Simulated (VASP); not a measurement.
# CdF2 (Fmmm) in VASP: further runs, part 2 of 2

VASP 6.6.1.

## 3. Single point, PBEsol (strain +0.0100 x Voigt [1, -1, 0, 0, 0, 0])

The input, INCAR:

```
SYSTEM = CdF2
PREC = Accurate ; ENCUT = 520
EDIFF = 1E-6 ; ISMEAR = 0
SIGMA = 0.05 ; LREAL = .False.
LASPH = .True. ; NELM = 100
ALGO = Normal ; ISIF = 2
LWAVE = .False. ; LCHARG = .False.
GGA = PS ; NBANDS = 20
```

The input, KPOINTS:

```
regular mesh
0
Gamma
  8 8 8
  0 0 0
```

The input, POSCAR:

```
CdF2
1.0
    0.0000000000      2.6670600000      2.6940000000
    2.7209400000      0.0000000000      2.6940000000
    2.7209400000      2.6670600000      0.0000000000
Cd F
1 2
Direct
    0.0000000000      0.0000000000      0.0000000000
    0.2500000000      0.2500000000      0.2500000000
    0.7500000000      0.7500000000      0.7500000000
```

Potentials or basis: VASP PAW PBE potentials, release 64 (Cd, F).

Command:

```
$ cat potpaw_PBE.64/Cd/POTCAR potpaw_PBE.64/F/POTCAR > POTCAR
$ mpirun -np 1 vasp_std > vasp.out
```

OUTCAR:

```text
SYSTEM = CdF2
   PREC = Accurate
   ENCUT = 520
   EDIFF = 1E-6
   ISMEAR = 0
   LREAL = .False.
   LASPH = .True.
   NELM = 100
   ISIF = 2
   GGA = PS

 ion  position               nearest neighbor table
   1  0.000  0.000  0.000-   3 2.33   3 2.33   2 2.33   3 2.33   2 2.33   2 2.33   3 2.33   2 2.33

   2  0.250  0.250  0.250-   1 2.33   1 2.33   1 2.33   1 2.33
   3  0.750  0.750  0.750-   1 2.33   1 2.33   1 2.33   1 2.33

  LATTYP: Found a face centered orthorhombic cell.
 ALAT       =     5.3341200000
 B/A-ratio  =     1.0101010101
 C/A-ratio  =     1.0202020202

  Lattice vectors:

 A1 = (  -2.7209400000,   0.0000000000,  -2.6940000000)
 A2 = (  -2.7209400000,   2.6670600000,   0.0000000000)
 A3 = (   0.0000000000,   2.6670600000,  -2.6940000000)

Analysis of symmetry for initial positions (statically):
=====================================================================
 Subroutine PRICEL returns:
 Original cell was already a primitive cell.

 Routine SETGRP: Setting up the symmetry group for a
 face centered orthorhombic supercell.

 Subroutine GETGRP returns: Found  8 space group operations
 (whereof  8 operations were pure point group operations)
 out of a pool of  8 trial point group operations.

The static configuration has the point symmetry D_2h.

Analysis of symmetry for dynamics (positions and initial velocities):
=====================================================================
 Subroutine PRICEL returns:
 Original cell was already a primitive cell.

 Routine SETGRP: Setting up the symmetry group for a
 face centered orthorhombic supercell.

 Subroutine GETGRP returns: Found  8 space group operations
 (whereof  8 operations were pure point group operations)
 out of a pool of  8 trial point group operations.

The dynamic configuration has the point symmetry D_2h.

 Subroutine INISYM returns: Found  8 space group operations
[... 114 lines left out ...]
   ISMEAR =     0;   SIGMA  =   0.05  broadening in eV -4-tet -1-fermi 0-gaus
   EFERMI_NEDOS =   21; number of points for ismear=-14 and -15
   IALGO  =     38    algorithm
   IMIX   =      4    mixing-type and parameters
     AMIX     =   0.40;   BMIX     =  1.00
     AMIX_MAG =   1.60;   BMIX_MAG =  1.00
  volume/ion in A,a.u.               =      13.03        87.95
  Fermi-wavevector in a.u.,A,eV,Ry     =   1.428914  2.700256 27.780320  2.041796
  Thomas-Fermi vector in A             =   2.548925
   LORBIT       =      0    0 simple, 1 ext, 2 COOP (PROOUT), +10 PAW based schemes
   GGA     = PS    functional components
   LHFCALC =     F    Hartree Fock is set to
   AEXX    =    0.0000 exact exchange contribution
   IVDW    =     0    specifies the selected vdW correction
   LEPSILON=     F    determine dielectric tensor
   LRPA    =     F    only Hartree local field effects (RPA)
 non-spin polarized calculation
 Gauss-broadening in eV      SIGMA  =   0.05
  energy-cutoff  :      520.00
  volume of cell :       39.10
 maximum number of plane-waves:      1070
   NGX = 15   NGY = 15   NGZ = 15

 number of electron      25.9999991 magnetization

 Free energy of the ion-electron system (eV)
  ---------------------------------------------------
  ext. energy  EPLUGINS =         0.00000000
  ---------------------------------------------------
  free energy    TOTEN  =       -11.59035656 eV

  energy without entropy =      -11.59035656  energy(sigma->0) =      -11.59035656

 E-fermi :  -1.1984     XC(G=0): -10.7088

 val. band max:       -1.4286688015   @ k =   0.5000  -0.2500   0.2500
 cond. band min:       1.4583422175   @ k =   0.0000   0.0000   0.0000
 fundamental gap:      2.8870110190
 Fermi energy:        -1.1984275739

 k-point     1 :       0.0000    0.0000    0.0000
  band No.  band energies     occupation
      1     -22.1591      2.00000
      2     -21.0218      2.00000
      3      -7.0753      2.00000
      4      -7.0701      2.00000
      5      -7.0662      2.00000
      6      -5.8241      2.00000
[... 541 lines left out ...]
     19      17.4825      0.00000
     20      19.3110      0.00000

 [... further k-points ...]

------------------------ aborting loop because EDIFF is reached ----------------------------------------

  FORCE on cell =-STRESS in cart. coord.  units (eV):
  Direction    XX          YY          ZZ          XY          YZ          ZX
  --------------------------------------------------------------------------------------
  -------------------------------------------------------------------------------------
  Total       -0.1338174      0.3994317      0.1294545      0.0000000      0.0000000      0.0000000
  in kB       -5.4833210     16.3671759      5.3045470      0.0000000      0.0000000      0.0000000
  external PRESSURE =       5.3961340 kB  Pullay stress =       0.0000000 kB

 VOLUME and BASIS-vectors are now :
 -----------------------------------------------------------------------------
  energy-cutoff  :      520.00
  volume of cell :       39.10
      direct lattice vectors                 reciprocal lattice vectors
     0.000000000  2.667060000  2.694000000    -0.183760024  0.187472348  0.185597624
     2.720940000  0.000000000  2.694000000     0.183760024 -0.187472348  0.185597624
     2.720940000  2.667060000  0.000000000     0.183760024  0.187472348 -0.185597624

 POSITION                                       TOTAL-FORCE (eV/Angst)
 -----------------------------------------------------------------------------------
      0.00000      0.00000      0.00000        -0.000000      0.000000      0.000000
      1.36047      1.33353      1.34700        -0.000000      0.000000      0.000000
      4.08141      4.00059      4.04100         0.000000     -0.000000     -0.000000
 -----------------------------------------------------------------------------------
    total drift:                                0.000000      0.000000      0.000000

  FREE ENERGIE OF THE ION-ELECTRON SYSTEM (eV)
  ---------------------------------------------------
  free  energy   TOTEN  =       -11.5903565640 eV

  energy  without entropy=      -11.5903565640  energy(sigma->0) =      -11.59035656
```

OSZICAR:

```text
N       E                     dE             d eps       ncg     rms          rms(c)
DAV:   1     0.198419155726E+03    0.19842E+03   -0.15549E+04  3920   0.133E+03
DAV:   2    -0.418967264217E+01   -0.20261E+03   -0.19463E+03  4132   0.345E+02
DAV:   3    -0.129816806008E+02   -0.87920E+01   -0.87662E+01  4332   0.783E+01
DAV:   4    -0.130208847304E+02   -0.39204E-01   -0.39202E-01  4100   0.534E+00
DAV:   5    -0.130210229173E+02   -0.13819E-03   -0.13819E-03  4372   0.284E-01    0.948E+00
DAV:   6    -0.115826380984E+02    0.14384E+01   -0.32171E+00  4820   0.353E+01    0.729E+00
DAV:   7    -0.116109718667E+02   -0.28334E-01   -0.73921E-01  3912   0.764E+00    0.425E+00
DAV:   8    -0.115994881425E+02    0.11484E-01   -0.14501E-01  3964   0.351E+00    0.705E-01
DAV:   9    -0.115897099848E+02    0.97782E-02   -0.33149E-02  4600   0.226E+00    0.950E-02
DAV:  10    -0.115902249196E+02   -0.51493E-03   -0.32784E-03  3972   0.559E-01    0.104E-01
DAV:  11    -0.115903288090E+02   -0.10389E-03   -0.11306E-04  4212   0.110E-01    0.441E-02
DAV:  12    -0.115903532061E+02   -0.24397E-04   -0.84569E-05  3900   0.764E-02    0.195E-02
DAV:  13    -0.115903565151E+02   -0.33090E-05   -0.82891E-06  4180   0.290E-02    0.711E-03
DAV:  14    -0.115903565640E+02   -0.48838E-07   -0.40747E-07  3404   0.848E-03
   1 F= -.11590357E+02 E0= -.11590357E+02  d E =-.812708E-13
```

Wall time 26 s (1 thread of Intel Xeon 6975P-C (Granite Rapids), shared host); peak memory 0.2 GiB.

What came out:

| Quantity | Value |
| --- | --- |
| Free energy | -11.5904 eV |
| Pressure | 0.5 GPa |
| Band gap on the k mesh | 2.89 eV, indirect (least direct gap 3.36 eV) |

Stress tensor (GPa, compression positive):
```
-0.55  0.00  0.00
 0.00  1.64  0.00
 0.00  0.00  0.53
```

Levels at points of the mesh, in eV from the valence-band top:
| k point | band 11 | band 12 | band 13 | band 14 | band 15 | band 16 |
| --- | --- | --- | --- | --- | --- | --- |
| (0.00, 0.00, 0.00) | -0.54 | -0.50 | -0.48 | 2.89 | 12.46 | 12.49 |
| (0.50, 0.00, 0.00) | -1.87 | -0.41 | -0.40 | 7.04 | 8.95 | 14.24 |
| (0.50, 0.50, 0.00) | -0.52 | -0.14 | -0.07 | 7.87 | 9.44 | 11.67 |
| (0.50, 0.00, 0.50) | -0.46 | -0.13 | -0.10 | 7.84 | 9.43 | 11.68 |
| (0.00, 0.50, 0.50) | -0.58 | -0.11 | -0.07 | 7.88 | 9.47 | 11.67 |

Caveat: the cell differs from its parent crystal (strain +0.0100 x Voigt [1, -1, 0, 0, 0, 0]); the PAW data sets were made with another functional, which shifts forces and pressure a little. A k mesh can miss the band edges.

## 4. Single point, PBEsol (strain +0.0150 x Voigt [1, -1, 0, 0, 0, 0])

The input, INCAR:

```
SYSTEM = CdF2
PREC = Accurate
ENCUT = 520
EDIFF = 1E-6
ISMEAR = 0
SIGMA = 0.05
LREAL = .False.
LASPH = .True.
NELM = 60
ALGO = Normal
ISIF = 2
LWAVE = .False.
LCHARG = .False.
GGA = PS
NBANDS = 20
```

The input, KPOINTS:

```
Automatic mesh
0
Gamma
  8 8 8
  0 0 0
```

The input, POSCAR:

```
CdF2
1.0
    0.0000000000      2.6535900000      2.6940000000
    2.7344100000      0.0000000000      2.6940000000
    2.7344100000      2.6535900000      0.0000000000
Cd F
1 2
Direct
    0.0000000000      0.0000000000      0.0000000000
    0.2500000000      0.2500000000      0.2500000000
    0.7500000000      0.7500000000      0.7500000000
```

Command:

```
$ cat potpaw_PBE.64/Cd/POTCAR potpaw_PBE.64/F/POTCAR > POTCAR
$ mpirun -np 1 vasp_std > vasp.out
```

Run time: 29 s. Hardware: 1 thread of Intel Xeon 6975P-C (Granite Rapids), shared host; peak memory 0.2 GiB.

It converged, with:

| Property | Result |
| --- | --- |
| Free energy | -11.5870 eV |
| Pressure | 0.5 GPa |
| Band gap on the k mesh | 2.87 eV, indirect (least direct gap 3.35 eV) |

Stress tensor (GPa, compression positive):
```
-1.08  0.00  0.00
 0.00  2.20  0.00
 0.00  0.00  0.53
```

Levels at points of the mesh, in eV from the valence-band top:
| k point | band 11 | band 12 | band 13 | band 14 | band 15 | band 16 |
| --- | --- | --- | --- | --- | --- | --- |
| (0.00, 0.00, 0.00) | -0.56 | -0.51 | -0.47 | 2.87 | 12.44 | 12.48 |
| (0.50, 0.00, 0.00) | -1.87 | -0.42 | -0.41 | 7.03 | 8.94 | 14.20 |
| (0.50, 0.50, 0.00) | -0.53 | -0.16 | -0.06 | 7.86 | 9.43 | 11.66 |
| (0.50, 0.00, 0.50) | -0.44 | -0.15 | -0.11 | 7.82 | 9.40 | 11.68 |
| (0.00, 0.50, 0.50) | -0.61 | -0.12 | -0.06 | 7.87 | 9.48 | 11.67 |

Caveat: the cell differs from its parent crystal (strain +0.0150 x Voigt [1, -1, 0, 0, 0, 0]); the PAW data sets were made with another functional, which shifts forces and pressure a little.

## 5. Single point, PBEsol (strain +0.0050 x Voigt [1, -1, 0, 0, 0, 0])

The input, INCAR:

```
PREC = Accurate ; ENCUT = 520
EDIFF = 1E-6 ; ISMEAR = 0
SIGMA = 0.05 ; LREAL = F
LASPH = T ; NELM = 60
ALGO = Normal ; ISIF = 2
LWAVE = F ; LCHARG = F
GGA = PS ; NBANDS = 20
```

The input, KPOINTS:

```
regular mesh
0
Gamma
  8 8 8
```

The input, POSCAR:

```
CdF2
1.0
    0.0000000000      2.6805300000      2.6940000000
    2.7074700000      0.0000000000      2.6940000000
    2.7074700000      2.6805300000      0.0000000000
Cd F
1 2
Direct
    0.0000000000      0.0000000000      0.0000000000
    0.2500000000      0.2500000000      0.2500000000
    0.7500000000      0.7500000000      0.7500000000
```

Command:

```
$ cat potpaw_PBE.64/Cd/POTCAR potpaw_PBE.64/F/POTCAR > POTCAR
$ mpirun -np 1 vasp_std > vasp.out
```

Wall time 28 s (1 thread of Intel Xeon 6975P-C (Granite Rapids), shared host); peak memory 0.2 GiB.

Results (log left out):

- Free energy: -11.5924 eV
- Pressure: 0.5 GPa
- Band gap on the k mesh: 2.90 eV, indirect (least direct gap 3.38 eV)

Stress tensor (GPa, compression positive):
```
-0.01  0.00  0.00
 0.00  1.08  0.00
 0.00  0.00  0.53
```

Levels at points of the mesh, in eV from the valence-band top:
| k point | band 9 | band 10 | band 11 | band 12 | band 13 | band 14 | band 15 | band 16 | band 17 | band 18 |
| --- | --- | --- | --- | --- | --- | --- | --- | --- | --- | --- |
| (0.00, 0.00, 0.00) | -1.00 | -0.96 | -0.51 | -0.50 | -0.48 | 2.90 | 12.48 | 12.49 | 12.51 | 17.38 |
| (0.50, 0.00, 0.00) | -2.33 | -1.89 | -1.87 | -0.40 | -0.40 | 7.05 | 8.96 | 14.27 | 14.34 | 17.93 |
| (0.50, 0.50, 0.00) | -3.04 | -3.01 | -0.52 | -0.11 | -0.08 | 7.87 | 9.46 | 11.68 | 14.05 | 14.16 |
| (0.50, 0.00, 0.50) | -3.04 | -3.02 | -0.49 | -0.11 | -0.09 | 7.86 | 9.45 | 11.68 | 14.05 | 14.11 |
| (0.00, 0.50, 0.50) | -3.02 | -3.00 | -0.54 | -0.10 | -0.08 | 7.88 | 9.47 | 11.68 | 14.10 | 14.16 |

Caveat: the cell differs from its parent crystal (strain +0.0050 x Voigt [1, -1, 0, 0, 0, 0]); the PAW data sets were made with another functional, which shifts forces and pressure a little.

## 6. The runs side by side

```tsv
cell	gap on the mesh (eV)	pressure (GPa)
a = 3.848, b = 3.772, c = 3.811 Å, angles 61.0, 59.0, 60.0°, 3 atoms	2.86	0.6
a = 3.791, b = 3.829, c = 3.810 Å, angles 59.5, 60.5, 60.0°, 3 atoms	2.89	0.5
a = 3.781, b = 3.839, c = 3.810 Å, angles 59.3, 60.7, 60.0°, 3 atoms	2.87	0.5
a = 3.800, b = 3.819, c = 3.810 Å, angles 59.8, 60.2, 60.0°, 3 atoms	2.90	0.5
```

Alike in all rows: task single point; level PBEsol; potentials or basis VASP PAW PBE potentials, release 64 (Cd, F); no spin polarisation; k mesh 8 × 8 × 8; cutoff (eV) 520; smearing gaussian 0.05 eV.

Caveats: the PAW data sets were made with another functional, which shifts forces and pressure a little.

Total energies depend on the potentials used, so only differences within one code and one set of settings carry meaning.
